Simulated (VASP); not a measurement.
Set up this calculation in VASP 6.6.1, as the native input.

| Property | Result |
| --- | --- |
| Task | single point |
| Functional | PBE |
| Potentials or basis | VASP PAW PBE potentials, release 64 (Rb_sv, Br) |
| Cutoff | 520 eV |
| k mesh | 6 × 6 × 6 |
| Occupations | gaussian, width 0.05 eV |
| Spin | no spin polarisation |
| Dipole correction | no |
| Further INCAR settings | ALGO = Normal; EDIFF = 1e-06; NBANDS = 15 |

The structure of RbBr lies in POSCAR:

```
RbBr
1.0
    4.3606181872      0.0000000000      0.0000000000
    0.0000000000      4.3606181872      0.0000000000
    0.0000000000      0.0000000000      4.1929021031
Rb Br
1 1
Direct
   -0.0925781756      0.0000000000      0.0000000000
    0.5990244918      0.5000000000      0.5000000000
```

This cell differs from its parent crystal: atoms displaced along a vibrational mode, the cell strained.

The input as run:

INCAR

```
PREC     = Accurate       # precision mode
ENCUT    = 520            # plane-wave cutoff, eV
EDIFF    = 1E-6           # SCF threshold, eV
ISMEAR   = 0              # smearing method
SIGMA    = 0.05           # smearing width, eV
LREAL    = False          # projectors in reciprocal space
LASPH    = True           # aspherical terms in the spheres
NELM     = 100            # most SCF steps
ALGO     = Normal         # electronic algorithm
ISIF     = 2              # what is computed and relaxed
LWAVE    = False          # write WAVECAR
LCHARG   = False          # write CHGCAR
GGA      = PE             # functional
NBANDS   = 15             # bands
```

KPOINTS

```
Automatic mesh
0
Gamma
  6 6 6
```

Potentials or basis: VASP PAW PBE potentials, release 64 (Rb_sv, Br).

Run with:

```sh
$ cat potpaw_PBE.64/Rb_sv/POTCAR potpaw_PBE.64/Br/POTCAR > POTCAR
$ mpirun -np 1 vasp_std > vasp.out
```

It gave:

The pressure is 1.2 GPa and the largest force is 0.359 eV/Å. The band gap on the k mesh is 3.83 eV (least direct gap 3.87 eV).

Caveat: the cell differs from its parent crystal (atoms displaced along a vibrational mode, the cell strained).

Run time: 51 s on 1 thread of Intel Xeon 8259CL (shared host), peak memory 0.22 GiB.
